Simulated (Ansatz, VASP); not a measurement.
## MgCd2O3: VASP beside Ansatz

```xyz
6
Lattice="3.2382 0.0000 0.0000 -1.6191 2.8043 0.0000 0.0000 0.0000 8.0911" Properties=species:S:1:pos:R:3 pbc="T T T"
Mg    0.0000    0.0000    0.0000
Cd    1.6191    0.9348    2.6153
Cd    0.0000    1.8696    5.4758
O     1.6191    0.9348    6.9473
O     0.0000    1.8696    1.1438
O     0.0000    0.0000    4.0456
```

Alike in both runs: functional PBE; k mesh 12 × 12 × 4; occupations gaussian, width 0.02 eV; no spin polarisation.

Ansatz relaxed the structure, and its values are those at the end. VASP's run is a single point on that final structure, the one shown.

|  | VASP | Ansatz |
| --- | --- | --- |
| version | VASP 6.6.1 | Ansatz 0.2.0 |
| potentials or method | VASP PAW PBE potentials, release 64 (Mg, Cd, O), cutoff 520 eV | scalar-relativistic, plane waves, PAW |
| valence electrons in the cell | 44 | 68 |

```csv
,VASP,Ansatz,Ansatz less VASP
gap on the k mesh at the Fermi level (eV),0.58,0.60,+0.016
least direct gap on the mesh (eV),0.59,0.60,+0.018
pressure (GPa),0.8,0.0,-0.79
rms of the force components (eV/Å),0.033,0.000,-0.0332
```

VASP's potentials hold 44 valence electrons a cell and Ansatz's 68, so a difference there can come from the potentials and not from the codes.
